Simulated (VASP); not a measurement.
# CaO (Cmcm) in VASP: a series of runs

Aim: see how the results for CaO move with the level of theory and the settings. Levels: PBE, r2SCAN. Tasks: single point.

Program: VASP 6.6.1. These are calculated values, not measurements. Logs are shortened: lines on timing, memory, paths and dates and some standing lists are left out, and cuts for length are marked.

### Step 1. The cell of the first run

It takes space group Cmcm (No. 63, orthorhombic). The conventional cell has a = 4.080 Å, b = 6.895 Å, c = 4.770 Å, α = 90.00°, β = 90.00°, γ = 90.00°. Ca (site symmetry m2m) has 5 O at 2.32 to 2.39 Å within 3.1 Å. Within 3.1 Å of O (site symmetry m2m) lie 5 Ca at 2.32 to 2.39 Å.

### Step 2. Single point, PBE (uniaxial x strain +2.5%)

INCAR reads:

```
PREC     = Accurate       # precision mode
ENCUT    = 520            # plane-wave cutoff, eV
EDIFF    = 1E-7           # SCF threshold, eV
ISMEAR   = -1             # smearing method
SIGMA    = 0.02           # smearing width, eV
LREAL    = False          # projectors in reciprocal space
LASPH    = True           # aspherical terms in the spheres
NELM     = 60             # most SCF steps
ALGO     = Normal         # electronic algorithm
ISIF     = 2              # what is computed and relaxed
LWAVE    = False          # write WAVECAR
LCHARG   = False          # write CHGCAR
GGA      = PE             # functional
NBANDS   = 24             # bands
```

KPOINTS reads:

```
Automatic mesh
0
Gamma
  12 12 6
```

POSCAR reads:

```
CaO
1.0
    4.0797563428      0.0000000000      0.0000000000
   -2.0398781714      3.4476704080      0.0000000000
    0.0000000000      0.0000000000      4.7701151974
Ca O
2 2
Direct
    0.3313904615      0.6627809230      0.2500000000
    0.6686095385      0.3372190770      0.7500000000
    0.6681360384      0.3362720768      0.2500000000
    0.3318639616      0.6637279232      0.7500000000
```

Potentials or basis: VASP PAW PBE potentials, release 64 (Ca_sv, O).

The run is started by

```console
> cat potpaw_PBE.64/Ca_sv/POTCAR potpaw_PBE.64/O/POTCAR > POTCAR
> mpirun -np 1 vasp_std > vasp.out
```

OUTCAR:

```text
PREC = Accurate
   ENCUT = 520
   EDIFF = 1E-7
   ISMEAR = -1
   LREAL = False
   LASPH = True
   NELM = 60
   ISIF = 2
   GGA = PE

 ion  position               nearest neighbor table
   1  0.331  0.663  0.250-   3 2.32   3 2.33   3 2.33   4 2.39   4 2.39
   2  0.669  0.337  0.750-   4 2.32   4 2.33   4 2.33   3 2.39   3 2.39
   3  0.668  0.336  0.250-   1 2.32   1 2.33   1 2.33   2 2.39   2 2.39
   4  0.332  0.664  0.750-   2 2.32   2 2.33   2 2.33   1 2.39   1 2.39

  Warning from LATTYP: Monoclinic adjustment (A1->A3, A2->A1, A3->A2)!
  LATTYP: Found a base centered orthorhombic cell.
 ALAT       =     4.0797563428
 B/A-ratio  =     1.6901354484
 C/A-ratio  =     1.1692157072

  Lattice vectors:

 A1 = (   2.0398781714,  -3.4476704080,   0.0000000000)
 A2 = (   2.0398781714,   3.4476704080,   0.0000000000)
 A3 = (   0.0000000000,   0.0000000000,   4.7701151974)

Analysis of symmetry for initial positions (statically):
=====================================================================
 Subroutine PRICEL returns:
 Original cell was already a primitive cell.

 Routine SETGRP: Setting up the symmetry group for a
 base centered orthorhombic supercell.

 Subroutine GETGRP returns: Found  8 space group operations
 (whereof  4 operations were pure point group operations)
 out of a pool of  8 trial point group operations.

The static configuration has the point symmetry C_2h.
 The point group associated with its full space group is D_2h.

Analysis of symmetry for dynamics (positions and initial velocities):
=====================================================================
 Subroutine PRICEL returns:
 Original cell was already a primitive cell.

 Routine SETGRP: Setting up the symmetry group for a
 base centered orthorhombic supercell.

 Subroutine GETGRP returns: Found  8 space group operations
 (whereof  4 operations were pure point group operations)
 out of a pool of  8 trial point group operations.

The dynamic configuration has the point symmetry C_2h.
 The point group associated with its full space group is D_2h.

 Subroutine INISYM returns: Found  8 space group operations
 (whereof  4 operations are pure point group operations),
 and found     1 'primitive' translations

----------------------------------------------------------------------------------------

                                     Primitive cell

  volume of cell :      67.0948

  direct lattice vectors                    reciprocal lattice vectors
     4.079756343  0.000000000  0.000000000     0.245112677  0.145025464  0.000000000
    -2.039878171  3.447670408  0.000000000     0.000000000  0.290050928  0.000000000
     0.000000000  0.000000000  4.770115197     0.000000000  0.000000000  0.209638543

  length of vectors
     4.079756343  4.005937368  4.770115197     0.284802756  0.290050928  0.209638543

  position of ions in fractional coordinates (direct lattice)
     0.331390461  0.662780923  0.250000000
     0.668609539  0.337219077  0.750000000
     0.668136038  0.336272077  0.250000000
     0.331863962  0.663727923  0.750000000

  ion indices of the primitive-cell ions
   primitive index   ion index
                 1           1
                 2           2
                 3           3
                 4           4

----------------------------------------------------------------------------------------

 KPOINTS: Automatic mesh

Automatic generation of k-mesh.
 Grid dimensions read from file:
 generate k-points for:   12   12    6

 Generating k-lattice:

  Cartesian coordinates                     Fractional coordinates (reciprocal lattice)
     0.020426056  0.012085455  0.000000000     0.083333333  0.000000000  0.000000000
     0.000000000  0.024170911  0.000000000     0.000000000  0.083333333  0.000000000
     0.000000000  0.000000000  0.034939757     0.000000000  0.000000000  0.166666667

  Length of vectors
     0.023733563  0.024170911  0.034939757

  Shift w.r.t. Gamma in fractional coordinates (k-lattice)
     0.000000000  0.000000000  0.000000000

 Subroutine IBZKPT returns following result:
 ===========================================

 Found    172 irreducible k-points:

 Following reciprocal coordinates:
            Coordinates               Weight
  0.000000  0.000000  0.000000      1.000000
  0.083333  0.000000  0.000000      4.000000
  0.166667  0.000000  0.000000      4.000000
  0.250000  0.000000  0.000000      4.000000
  0.333333  0.000000  0.000000      4.000000
  0.416667 -0.000000  0.000000      4.000000
[... 16 lines left out ...]
  0.333333  0.166667  0.000000      4.000000
  0.416667  0.166667  0.000000      4.000000
 [... further k-points ...]
   k-points           NKPTS =    172   k-points in BZ     NKDIM =    172   number of bands    NBANDS=     24
   number of dos      NEDOS =    301   number of ions     NIONS =      4
   total plane-waves  NPLWV =  32400
   dimension x,y,z NGX =    30 NGY =   30 NGZ =   36
   dimension x,y,z NGXF=    60 NGYF=   60 NGZF=   72
   ions per type =               2   2
   NGX,Y,Z   is equivalent  to a cutoff of  12.22, 12.45, 12.55 a.u.
   NGXF,Y,Z  is equivalent  to a cutoff of  24.45, 24.90, 25.09 a.u.
 SYSTEM =  unknown system
   PREC   = accura    normal or accurate (medium, high low for compatibility)
   ISTART =      0    job   : 0-new  1-cont  2-samecut
   ICHARG =      2    charge: 1-file 2-atom 10-const
   ISPIN  =      1    spin polarized calculation?
   LNONCOLLINEAR =      F non collinear calculations
   LSORBIT =      F    spin-orbit coupling
   LASPH  =      T    aspherical Exc in radial PAW
   ENCUT  =  520.0 eV  38.22 Ry    6.18 a.u.   7.59  7.45  8.87*2*pi/ulx,y,z
   NELM   =     60;   NELMIN=  2; NELMDL= -5     # of ELM steps
   EDIFF  = 0.1E-06   stopping-criterion for ELM
   LREAL  =      F    real-space projection
   EDIFFG = 0.1E-05   stopping-criterion for IOM
   NSW    =      0    number of steps for IOM
   IBRION =     -1    ionic relax: 0-MD 1-quasi-New 2-CG
   NFREE  =      0    steps in history (QN), initial steepest desc. (CG)
   ISIF   =      2    stress and relaxation
   ISYM   =      2    0-nonsym 1-usesym 2-fastsym
   POTIM  = 0.5000    time-step for ionic-motion
   TEBEG  =    0.0;   TEEND  =   0.0 temperature during run
   PSTRESS=    0.0 pullay stress
   NELECT =      32.0000    total number of electrons
   NUPDOWN=      -1.0000    fix difference up-down
   EMIN   =  10.00;   EMAX   =-10.00  energy-range for DOS
   EFERMI =   0.00;   METHOD = LEGACY
   ISMEAR =    -1;   SIGMA  =   0.02  broadening in eV -4-tet -1-fermi 0-gaus
   EFERMI_NEDOS =   21; number of points for ismear=-14 and -15
   IALGO  =     38    algorithm
   IMIX   =      4    mixing-type and parameters
     AMIX     =   0.40;   BMIX     =  1.00
     AMIX_MAG =   1.60;   BMIX_MAG =  1.00
  volume/ion in A,a.u.               =      16.77       113.19
  Fermi-wavevector in a.u.,A,eV,Ry     =   1.279073  2.417097 22.259497  1.636027
  Thomas-Fermi vector in A             =   2.411579
   LORBIT       =      0    0 simple, 1 ext, 2 COOP (PROOUT), +10 PAW based schemes
   GGA     = PE    functional components
   LHFCALC =     F    Hartree Fock is set to
   AEXX    =    0.0000 exact exchange contribution
   IVDW    =     0    specifies the selected vdW correction
   LEPSILON=     F    determine dielectric tensor
   LRPA    =     F    only Hartree local field effects (RPA)
 non-spin polarized calculation
  energy-cutoff  :      520.00
  volume of cell :       67.09
 maximum number of plane-waves:      1827
   NGX = 15   NGY = 15   NGZ = 17

 number of electron      31.9999998 magnetization

 Free energy of the ion-electron system (eV)
  ---------------------------------------------------
  ext. energy  EPLUGINS =         0.00000000
  ---------------------------------------------------
  free energy    TOTEN  =       -25.34612952 eV

  energy without entropy =      -25.34612952  energy(sigma->0) =      -25.34612952

 E-fermi :   1.6714     XC(G=0):  -9.3211

 val. band max:        1.2894540540   @ k =   0.0000   0.0000   0.0000
 cond. band min:       4.3573769129   @ k =   0.0000   0.0000   0.0000
 fundamental gap:      3.0679228589
 Fermi energy:         1.6713520412

 k-point     1 :       0.0000    0.0000    0.0000
  band No.  band energies     occupation
      1     -36.4526      2.00000
      2     -36.3277      2.00000
      3     -17.7665      2.00000
      4     -17.5529      2.00000
      5     -17.5510      2.00000
      6     -17.3645      2.00000
[... 16 lines left out ...]
     23       9.5828      0.00000
     24       9.6429      0.00000

 k-point     2 :       0.0833    0.0000    0.0000
  band No.  band energies     occupation
      1     -36.4500      2.00000
      2     -36.3288      2.00000
      3     -17.7577      2.00000
      4     -17.5785      2.00000
      5     -17.5571      2.00000
      6     -17.3895      2.00000
[... 16 lines left out ...]
     23       9.4286      0.00000
     24       9.7284      0.00000

 k-point     3 :       0.1667    0.0000    0.0000
  band No.  band energies     occupation
      1     -36.4426      2.00000
      2     -36.3323      2.00000
      3     -17.7320      2.00000
      4     -17.6475      2.00000
      5     -17.5722      2.00000
      6     -17.4743      2.00000
[... 16 lines left out ...]
     23       9.2770      0.00000
     24       9.5600      0.00000
[... 514 lines left out ...]
 k-point    23 :       0.3333    0.1667    0.0000
  band No.  band energies     occupation
      1     -36.4000      2.00000
      2     -36.3583      2.00000
      3     -17.8691      2.00000
      4     -17.7857      2.00000
      5     -17.6492      2.00000
      6     -17.5751      2.00000
[... 16 lines left out ...]
     23       9.2270      0.00000
     24       9.8049      0.00000

 k-point    24 :       0.4167    0.1667    0.0000
  band No.  band energies     occupation
      1     -36.3940      2.00000
      2     -36.3633      2.00000
      3     -17.8848      2.00000
      4     -17.7986      2.00000
      5     -17.6622      2.00000
      6     -17.5507      2.00000
[... 16 lines left out ...]
     23       9.2710      0.00000
     24       9.7534      0.00000

 [... further k-points ...]

------------------------ aborting loop because EDIFF is reached ----------------------------------------

  FORCE on cell =-STRESS in cart. coord.  units (eV):
  Direction    XX          YY          ZZ          XY          YZ          ZX
  --------------------------------------------------------------------------------------
  -------------------------------------------------------------------------------------
  Total       -0.3313976     -0.0440692      0.5693537      0.0000000     -0.0000000      0.0000000
  in kB       -7.9135463     -1.0523412     13.5957719      0.0000000     -0.0000000      0.0000000
  external PRESSURE =       1.5432948 kB  Pullay stress =       0.0000000 kB

 VOLUME and BASIS-vectors are now :
 -----------------------------------------------------------------------------
  energy-cutoff  :      520.00
  volume of cell :       67.09
      direct lattice vectors                 reciprocal lattice vectors
     4.079756343  0.000000000  0.000000000     0.245112677  0.145025464  0.000000000
    -2.039878171  3.447670408  0.000000000     0.000000000  0.290050928  0.000000000
     0.000000000  0.000000000  4.770115197     0.000000000  0.000000000  0.209638543

 POSITION                                       TOTAL-FORCE (eV/Angst)
 -----------------------------------------------------------------------------------
      0.00000      2.28505      1.19253         0.000000     -0.002667      0.000000
      2.03988      1.16262      3.57759         0.000000      0.002667      0.000000
      2.03988      1.15936      1.19253         0.000000      0.002254      0.000000
      0.00000      2.28832      3.57759        -0.000000     -0.002254     -0.000000
 -----------------------------------------------------------------------------------
    total drift:                                0.000000      0.000000      0.000000

  FREE ENERGIE OF THE ION-ELECTRON SYSTEM (eV)
  ---------------------------------------------------
  free  energy   TOTEN  =       -25.3461295202 eV

  energy  without entropy=      -25.3461295202  energy(sigma->0) =      -25.34612952
```

It took 1.9 min on 1 thread of Intel Xeon 6975P-C (Granite Rapids), shared host; peak memory 0.34 GiB.

Results:

```yaml
Free_energy: -25.3461 eV
Pressure: 0.2 GPa
Band_gap_on_the_k_mesh: 3.07 eV
```

Forces in eV/Å, atoms in the order of the input:
```
Ca   0.000 -0.003  0.000
Ca   0.000  0.003  0.000
O    0.000  0.002  0.000
O    0.000 -0.002  0.000
```

Levels at points of the mesh, in eV from the valence-band top:
```
           k point  band 12  band 13  band 14  band 15  band 16  band 17  band 18  band 19  band 20  band 21
(0.00, 0.00, 0.00)    -1.18    -1.14    -1.11    -1.08     0.00     3.07     5.99     6.11     7.64     7.71
(0.50, 0.00, 0.00)    -1.08    -0.88    -0.82    -0.57    -0.40     4.59     5.24     5.26     7.51     7.56
(0.00, 0.50, 0.00)    -1.03    -0.91    -0.80    -0.57    -0.40     4.65     5.11     5.15     7.58     7.60
(0.00, 0.00, 0.50)    -1.59    -1.29    -1.29    -1.27    -1.27     4.86     4.86     7.66     7.66     7.71
(0.50, 0.00, 0.50)    -2.08    -1.06    -1.06    -0.79    -0.79     5.30     5.30     7.28     7.28     7.86
(0.00, 0.50, 0.50)    -2.05    -1.05    -1.05    -0.80    -0.80     5.32     5.32     7.21     7.21     7.87
```

Caveat: the cell differs from its parent crystal (uniaxial x strain +2.5%).

### Step 3. Single point, r2SCAN (uniaxial x strain +2.5%)

POSCAR is that of step 2.

INCAR.step1 reads:

```
SYSTEM = CaO
PREC = Accurate ; ENCUT = 520
ISMEAR = 0 ; SIGMA = 0.01
LREAL = .FALSE. ; LASPH = .TRUE.
NELM = 80 ; NBANDS = 24
GGA = PE ; ALGO = Normal
EDIFF = 1E-4 ; LWAVE = .TRUE.
LCHARG = .FALSE.
```

INCAR.step2 reads:

```
SYSTEM = CaO
PREC = Accurate ; ENCUT = 520
EDIFF = 1E-7 ; ISMEAR = 0
SIGMA = 0.01 ; LREAL = .FALSE.
LASPH = .TRUE. ; NELM = 80
ALGO = Normal ; ISIF = 2
LWAVE = .FALSE. ; LCHARG = .TRUE.
METAGGA = R2SCAN ; LMIXTAU = .TRUE.
LELF = .TRUE. ; LVHAR = .TRUE.
NBANDS = 24 ; ISTART = 1
```

KPOINTS reads:

```
regular mesh
0
G
  12 12 6
  0 0 0
```

Potentials or basis: VASP PAW PBE potentials, release 64 (Ca_sv, O).

The run is started by

```console
> cat potpaw_PBE.64/Ca_sv/POTCAR potpaw_PBE.64/O/POTCAR > POTCAR
> cp INCAR.step1 INCAR
> mpirun -np 1 vasp_std > vasp.out
> cp INCAR.step2 INCAR
> mpirun -np 1 vasp_std > vasp.out
```

Wall time 8.4 min (1 thread of Intel Xeon 6975P-C (Granite Rapids), shared host); peak memory 0.35 GiB.

Results (log left out):

```yaml
Free_energy: -38.4833 eV
Pressure: -1.2 GPa
Largest_force: 0.004 eV/Å
Band_gap_on_the_k_mesh: 3.48 eV
```

Forces on the atoms (eV/Å):
```
Ca   0.000 -0.004  0.000
Ca   0.000  0.004  0.000
O    0.000  0.004  0.000
O    0.000 -0.004  0.000
```

Stress tensor (GPa, compression positive):
```
-2.05  0.00  0.00
 0.00 -1.32  0.00
 0.00  0.00 -0.31
```

Levels at points of the mesh, in eV from the valence-band top:
```
           k point  band 12  band 13  band 14  band 15  band 16  band 17  band 18  band 19  band 20  band 21
(0.00, 0.00, 0.00)    -1.17    -1.14    -1.11    -1.07     0.00     3.48     6.65     6.77     8.27     8.45
(0.50, 0.00, 0.00)    -1.06    -0.87    -0.81    -0.56    -0.40     5.02     5.78     5.86     8.19     8.22
(0.00, 0.50, 0.00)    -1.01    -0.90    -0.79    -0.56    -0.39     5.08     5.67     5.72     8.26     8.27
(0.00, 0.00, 0.50)    -1.57    -1.28    -1.28    -1.26    -1.26     5.30     5.30     8.35     8.35     8.40
(0.50, 0.00, 0.50)    -2.06    -1.06    -1.06    -0.78    -0.78     5.75     5.75     7.95     7.95     8.55
(0.00, 0.50, 0.50)    -2.02    -1.05    -1.05    -0.79    -0.79     5.78     5.78     7.87     7.87     8.56
```

Caveat: the cell differs from its parent crystal (uniaxial x strain +2.5%); the PAW data sets were made with another functional, which shifts forces and pressure a little. A k mesh can miss the band edges.
